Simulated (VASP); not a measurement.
# Sn in VASP: a series of runs

Sn is run at these levels: PBEsol; tasks: single point.

Everything below comes from runs of VASP 6.6.1. Logs are shortened: lines on timing, memory, paths and dates and some standing lists are left out, and cuts for length are marked.

## Step 1: The cell of the first run

The cell holds a slab with vacuum, 5 atoms: a = 4.626 Å, b = 4.626 Å, c = 21.542 Å, α = 90.00°, β = 90.00°, γ = 90.00°.

## Step 2: Single point, PBEsol (atoms taken out)

INCAR reads:

```
SYSTEM = Sn
PREC = Accurate
ENCUT = 520
EDIFF = 1E-6
ISMEAR = 0
SIGMA = 0.1
LREAL = .False.
LASPH = .True.
NELM = 100
ALGO = Normal
ISIF = 2
LWAVE = .False.
LCHARG = .True.
LDIPOL = .True.
IDIPOL = 3
DIPOL = 0.5 0.5 0.500
GGA = PS
LELF = .True.
LVHAR = .True.
LVACPOTAV = .True.
NBANDS = 43
```

KPOINTS reads:

```
Automatic mesh
0
Gamma
  8 8 1
  0 0 0
```

POSCAR reads:

```
Sn
1.0
    4.6255804284      0.0000000000      0.0000000000
    0.0000000000      4.6255804284      0.0000000000
    0.0000000000      0.0000000000     21.5415585756
Sn
5
Direct
    0.0000000000      0.0000000000      0.3481642228
    0.5000000000      0.0000000000      0.4240821114
    0.5000000000      0.5000000000      0.5000000000
    0.0000000000      0.5000000000      0.5759178886
    0.0000000000      0.0000000000      0.6518357772
```

Potentials or basis: VASP PAW PBE potentials, release 64 (Sn_d).

Command:

```sh
$ cat potpaw_PBE.64/Sn_d/POTCAR > POTCAR
$ mpirun -np 1 vasp_std > vasp.out
```

OUTCAR:

```text
SYSTEM = Sn
   PREC = Accurate
   ENCUT = 520
   EDIFF = 1E-6
   ISMEAR = 0
   LREAL = .False.
   LASPH = .True.
   NELM = 100
   ISIF = 2
   GGA = PS

 ion  position               nearest neighbor table
   1  0.000  0.000  0.348-   2 2.83   2 2.83
   2  0.500  0.000  0.424-   1 2.83   1 2.83   3 2.83   3 2.83
   3  0.500  0.500  0.500-   2 2.83   4 2.83   2 2.83   4 2.83
   4  0.000  0.500  0.576-   5 2.83   5 2.83   3 2.83   3 2.83
   5  0.000  0.000  0.652-   4 2.83   4 2.83

  LATTYP: Found a simple tetragonal cell.
 ALAT       =     4.6255804284
 C/A-ratio  =     4.6570498360

  Lattice vectors:

 A1 = (   4.6255804284,   0.0000000000,   0.0000000000)
 A2 = (   0.0000000000,   4.6255804284,   0.0000000000)
 A3 = (   0.0000000000,   0.0000000000,  21.5415585756)

Analysis of symmetry for initial positions (statically):
=====================================================================
 Subroutine PRICEL returns:
 Original cell was already a primitive cell.

 Routine SETGRP: Setting up the symmetry group for a
 simple tetragonal supercell.

 Subroutine GETGRP returns: Found  8 space group operations
 (whereof  8 operations were pure point group operations)
 out of a pool of 16 trial point group operations.

The static configuration has the point symmetry D_2d.

Analysis of symmetry for dynamics (positions and initial velocities):
=====================================================================
 Subroutine PRICEL returns:
 Original cell was already a primitive cell.

 Routine SETGRP: Setting up the symmetry group for a
 simple tetragonal supercell.

 Subroutine GETGRP returns: Found  8 space group operations
 (whereof  8 operations were pure point group operations)
 out of a pool of 16 trial point group operations.

The dynamic configuration has the point symmetry D_2d.

 Subroutine INISYM returns: Found  8 space group operations
 (whereof  8 operations are pure point group operations),
 and found     1 'primitive' translations

----------------------------------------------------------------------------------------

                                     Primitive cell

  volume of cell :     460.9031

  direct lattice vectors                    reciprocal lattice vectors
     4.625580428  0.000000000  0.000000000     0.216189085  0.000000000  0.000000000
     0.000000000  4.625580428  0.000000000     0.000000000  0.216189085  0.000000000
     0.000000000  0.000000000 21.541558576     0.000000000  0.000000000  0.046421896

  length of vectors
     4.625580428  4.625580428 21.541558576     0.216189085  0.216189085  0.046421896

  position of ions in fractional coordinates (direct lattice)
     0.000000000  0.000000000  0.348164223
     0.500000000  0.000000000  0.424082111
     0.500000000  0.500000000  0.500000000
     0.000000000  0.500000000  0.575917889
     0.000000000  0.000000000  0.651835777

  ion indices of the primitive-cell ions
   primitive index   ion index
                 1           1
                 2           2
                 3           3
                 4           4
                 5           5

----------------------------------------------------------------------------------------

 KPOINTS: Automatic mesh

Automatic generation of k-mesh.
 Grid dimensions read from file:
 generate k-points for:    8    8    1

 Generating k-lattice:

  Cartesian coordinates                     Fractional coordinates (reciprocal lattice)
     0.027023636  0.000000000  0.000000000     0.125000000  0.000000000  0.000000000
     0.000000000  0.027023636  0.000000000     0.000000000  0.125000000  0.000000000
     0.000000000  0.000000000  0.046421896     0.000000000  0.000000000  1.000000000

  Length of vectors
     0.027023636  0.027023636  0.046421896

  Shift w.r.t. Gamma in fractional coordinates (k-lattice)
     0.000000000  0.000000000  0.000000000

 Subroutine IBZKPT returns following result:
 ===========================================

 Found     15 irreducible k-points:

 Following reciprocal coordinates:
            Coordinates               Weight
  0.000000  0.000000  0.000000      1.000000
  0.125000  0.000000  0.000000      4.000000
  0.250000  0.000000  0.000000      4.000000
  0.375000  0.000000  0.000000      4.000000
  0.500000  0.000000  0.000000      2.000000
  0.125000  0.125000  0.000000      4.000000
  0.250000  0.125000  0.000000      8.000000
  0.375000  0.125000  0.000000      8.000000
  0.500000  0.125000  0.000000      4.000000
  0.250000  0.250000  0.000000      4.000000
  0.375000  0.250000  0.000000      8.000000
  0.500000  0.250000  0.000000      4.000000
  0.375000  0.375000  0.000000      4.000000
  0.500000  0.375000  0.000000      4.000000
  0.500000  0.500000  0.000000      1.000000
   k-points           NKPTS =     15   k-points in BZ     NKDIM =     15   number of bands    NBANDS=     43
   number of dos      NEDOS =    301   number of ions     NIONS =      5
   total plane-waves  NPLWV = 207360
   dimension x,y,z NGX =    36 NGY =   36 NGZ =  160
   dimension x,y,z NGXF=    72 NGYF=   72 NGZF=  320
   ions per type =               5
   NGX,Y,Z   is equivalent  to a cutoff of  12.94, 12.94, 12.35 a.u.
   NGXF,Y,Z  is equivalent  to a cutoff of  25.88, 25.88, 24.70 a.u.
 SYSTEM =  Sn
   PREC   = accura    normal or accurate (medium, high low for compatibility)
   ISTART =      0    job   : 0-new  1-cont  2-samecut
   ICHARG =      2    charge: 1-file 2-atom 10-const
   ISPIN  =      1    spin polarized calculation?
   LNONCOLLINEAR =      F non collinear calculations
   LSORBIT =      F    spin-orbit coupling
   LASPH  =      T    aspherical Exc in radial PAW
   ENCUT  =  520.0 eV  38.22 Ry    6.18 a.u.   8.60  8.60 40.05*2*pi/ulx,y,z
   NELM   =    100;   NELMIN=  2; NELMDL= -5     # of ELM steps
   EDIFF  = 0.1E-05   stopping-criterion for ELM
   LREAL  =      F    real-space projection
   EDIFFG = 0.1E-04   stopping-criterion for IOM
   NSW    =      0    number of steps for IOM
   IBRION =     -1    ionic relax: 0-MD 1-quasi-New 2-CG
   NFREE  =      0    steps in history (QN), initial steepest desc. (CG)
   ISIF   =      2    stress and relaxation
   ISYM   =      2    0-nonsym 1-usesym 2-fastsym
   POTIM  = 0.5000    time-step for ionic-motion
   TEBEG  =    0.0;   TEEND  =   0.0 temperature during run
   PSTRESS=    0.0 pullay stress
   NELECT =      70.0000    total number of electrons
   NUPDOWN=      -1.0000    fix difference up-down
   EMIN   =  10.00;   EMAX   =-10.00  energy-range for DOS
   EFERMI =   0.00;   METHOD = LEGACY
   ISMEAR =     0;   SIGMA  =   0.10  broadening in eV -4-tet -1-fermi 0-gaus
   EFERMI_NEDOS =   21; number of points for ismear=-14 and -15
   IALGO  =     38    algorithm
   IMIX   =      4    mixing-type and parameters
     AMIX     =   0.40;   BMIX     =  1.00
     AMIX_MAG =   1.60;   BMIX_MAG =  1.00
  volume/ion in A,a.u.               =      92.18       622.07
  Fermi-wavevector in a.u.,A,eV,Ry     =   0.873449  1.650580 10.380068  0.762913
  Thomas-Fermi vector in A             =   1.992841
   LORBIT       =      0    0 simple, 1 ext, 2 COOP (PROOUT), +10 PAW based schemes
   GGA     = PS    functional components
   LHFCALC =     F    Hartree Fock is set to
   AEXX    =    0.0000 exact exchange contribution
   IVDW    =     0    specifies the selected vdW correction
   LEPSILON=     F    determine dielectric tensor
   LRPA    =     F    only Hartree local field effects (RPA)
 non-spin polarized calculation
 Gauss-broadening in eV      SIGMA  =   0.10
  energy-cutoff  :      520.00
  volume of cell :      460.90
 maximum number of plane-waves:     12453
 NGX is ok and might be reduce to    36

 dipolmoment           0.000000      0.000000      0.000000 electrons x Angstroem

 number of electron      69.9999982 magnetization

 dipolmoment           0.000000      0.000000     -0.000000 electrons x Angstroem

 Free energy of the ion-electron system (eV)
  ---------------------------------------------------
  ext. energy  EPLUGINS =         0.00000000
  ---------------------------------------------------
  free energy    TOTEN  =       -18.42505214 eV

  energy without entropy =      -18.39320572  energy(sigma->0) =      -18.40912893

 E-fermi :  -0.9700     XC(G=0):  -4.1460

 val. band max:       -0.9773280528   @ k =   0.2500   0.1250   0.0000
 cond. band min:      -0.9369109531   @ k =   0.5000   0.3750   0.0000
 fundamental gap:      0.0404170997
 Fermi energy:        -0.9699704576

 k-point     1 :       0.0000    0.0000    0.0000
  band No.  band energies     occupation
      1     -22.2007      2.00000
      2     -22.2007      2.00000
      3     -22.1497      2.00000
      4     -22.1451      2.00000
      5     -22.1077      2.00000
      6     -22.1077      2.00000
[... 35 lines left out ...]
     42       3.2293      0.00000
     43       3.2300      0.00000

 k-point     2 :       0.1250    0.0000    0.0000
  band No.  band energies     occupation
      1     -22.2049      2.00000
      2     -22.2018      2.00000
      3     -22.1507      2.00000
      4     -22.1404      2.00000
      5     -22.1125      2.00000
      6     -22.1112      2.00000
[... 35 lines left out ...]
     42       2.8226      0.00000
     43       3.1844      0.00000

 k-point     3 :       0.2500    0.0000    0.0000
  band No.  band energies     occupation
      1     -22.2071      2.00000
      2     -22.2045      2.00000
      3     -22.1552      2.00000
      4     -22.1405      2.00000
      5     -22.1172      2.00000
      6     -22.1046      2.00000
[... 505 lines left out ...]
      6     -22.0759      2.00000
[... 35 lines left out ...]
     42       3.7489      0.00000
     43       4.2324      0.00000

 k-point    15 :       0.5000    0.5000    0.0000
  band No.  band energies     occupation
      1     -22.2078      2.00000
      2     -22.1894      2.00000
      3     -22.1894      2.00000
      4     -22.1525      2.00000
      5     -22.1404      2.00000
      6     -22.0785      2.00000
[... 35 lines left out ...]
     42       3.4650      0.00000
     43       4.4557      0.00000

------------------------ aborting loop because EDIFF is reached ----------------------------------------

  FORCE on cell =-STRESS in cart. coord.  units (eV):
  Direction    XX          YY          ZZ          XY          YZ          ZX
  --------------------------------------------------------------------------------------
  -------------------------------------------------------------------------------------
  Total       -0.9187549     -0.9187549      0.1781366      0.0000000      0.0000000      0.0000000
  in kB       -3.1937480     -3.1937480      0.6192332      0.0000000      0.0000000      0.0000000
  external PRESSURE =      -1.9227543 kB  Pullay stress =       0.0000000 kB

 VOLUME and BASIS-vectors are now :
 -----------------------------------------------------------------------------
  energy-cutoff  :      520.00
  volume of cell :      460.90
      direct lattice vectors                 reciprocal lattice vectors
     4.625580428  0.000000000  0.000000000     0.216189085  0.000000000  0.000000000
     0.000000000  4.625580428  0.000000000     0.000000000  0.216189085  0.000000000
     0.000000000  0.000000000 21.541558576     0.000000000  0.000000000  0.046421896

 POSITION                                       TOTAL-FORCE (eV/Angst)
 -----------------------------------------------------------------------------------
      0.00000      0.00000      7.50000        -0.000000      0.000000     -0.013121
      2.31279      0.00000      9.13539         0.000000      0.000000     -0.048190
      2.31279      2.31279     10.77078         0.000000     -0.000000      0.000000
      0.00000      2.31279     12.40617         0.000000      0.000000      0.048190
      0.00000      0.00000     14.04156         0.000000      0.000000      0.013121
 -----------------------------------------------------------------------------------
    total drift:                                0.000000     -0.000000      0.000000

  FREE ENERGIE OF THE ION-ELECTRON SYSTEM (eV)
  ---------------------------------------------------
  free  energy   TOTEN  =       -18.4250521422 eV

  energy  without entropy=      -18.3932057187  energy(sigma->0) =      -18.40912893

 vacuum level on the upper side and lower side of the slab         3.586         3.586
```

Run time: 14 min. Hardware: 1 thread of Intel Xeon 8259CL, shared host; peak memory 0.56 GiB.

What came out:

- Free energy: -18.4251 eV
- Largest force: 0.048 eV/Å
- Band gap on the k mesh: zero (bands 35 and 36 overlap by 0.85 eV)

Forces on the atoms (eV/Å):
```
Sn   0.000  0.000 -0.013
Sn   0.000  0.000 -0.048
Sn   0.000  0.000  0.000
Sn   0.000  0.000  0.048
Sn   0.000  0.000  0.013
```

Levels at points of the mesh, in eV from the Fermi level:
```csv
k point,band 33,band 34,band 35,band 36,band 37,band 38
"(0.00, 0.00, 0.00)",-0.44,-0.44,0.62,1.29,1.50,1.74
"(0.50, 0.00, 0.00)",-0.70,-0.55,-0.23,0.15,1.59,1.85
"(0.50, 0.50, 0.00)",-2.19,-0.97,-0.38,-0.23,-0.23,2.06
```

Caveat: the cell differs from its parent crystal (atoms taken out); the PAW data sets were made with another functional, which shifts forces and pressure a little; spin-orbit coupling is left out, which moves the levels of the heavy elements.

## Step 3: Single point, PBEsol

This run uses another cell than the first one: it holds 7 atoms, not 5.

INCAR reads:

```
  PREC = Accurate
  ENCUT = 520
  EDIFF = 1E-7
  ISMEAR = 0
  SIGMA = 0.1
  LREAL = False
  LASPH = True
  NELM = 100
  ALGO = Normal
  ISIF = 2
  LWAVE = False
  LCHARG = False
  GGA = PS
  NBANDS = 58
```

KPOINTS reads:

```
regular mesh
0
Gamma
  8 8 1
```

POSCAR reads:

```
Sn
1.0
    4.6255804284      0.0000000000      0.0000000000
    0.0000000000      4.6255804284      0.0000000000
    0.0000000000      0.0000000000     14.8123378634
Sn
7
Direct
    0.0000000000      0.0000000000      0.1687782187
    0.5000000000      0.0000000000      0.2791854792
    0.5000000000      0.5000000000      0.3895927396
    0.0000000000      0.5000000000      0.5000000000
    0.0000000000      0.0000000000      0.6104072604
    0.5000000000      0.0000000000      0.7208145208
    0.5000000000      0.5000000000      0.8312217813
```

Potentials or basis: VASP PAW PBE potentials, release 64 (Sn_d).

Command:

```sh
$ cat potpaw_PBE.64/Sn_d/POTCAR > POTCAR
$ mpirun -np 1 vasp_std > vasp.out
```

Wall time 11 min (1 thread of Intel Xeon 8259CL, shared host); peak memory 0.45 GiB.

It converged, with:

```yaml
Free_energy: -26.8731 eV
Largest_force: 0.163 eV/Å
Band_gap_on_the_k_mesh: zero (bands 49 and 50 overlap by 1.20 eV)
```

Forces in eV/Å, atoms in the order of the input:
```
Sn   0.000  0.000 -0.163
Sn   0.000  0.000  0.090
Sn   0.000  0.000  0.077
Sn   0.000  0.000  0.000
Sn   0.000  0.000 -0.077
Sn   0.000  0.000 -0.090
Sn   0.000  0.000  0.163
```

Levels at points of the mesh, in eV from the Fermi level:
```csv
k point,band 45,band 46,band 47,band 48,band 49,band 50,band 51,band 52,band 53,band 54
"(0.00, 0.00, 0.00)",-1.09,-1.09,-0.17,-0.17,0.80,1.10,1.24,1.28,1.72,1.72
"(0.50, 0.00, 0.00)",-1.08,-0.80,-0.72,-0.53,-0.25,0.12,1.16,1.52,1.85,1.99
"(0.50, 0.50, 0.00)",-2.35,-2.32,-1.99,-0.65,-0.65,-0.41,-0.09,1.84,1.98,1.98
```

Caveat: the k points lie up to 0.42 Å⁻¹ apart, too coarse for converged energies and pressures of a metal; the PAW data sets were made with another functional, which shifts forces and pressure a little; spin-orbit coupling is left out, which moves the levels of the heavy elements.

The gap in the log of VASP goes by the Fermi energy; the results here count the filled bands.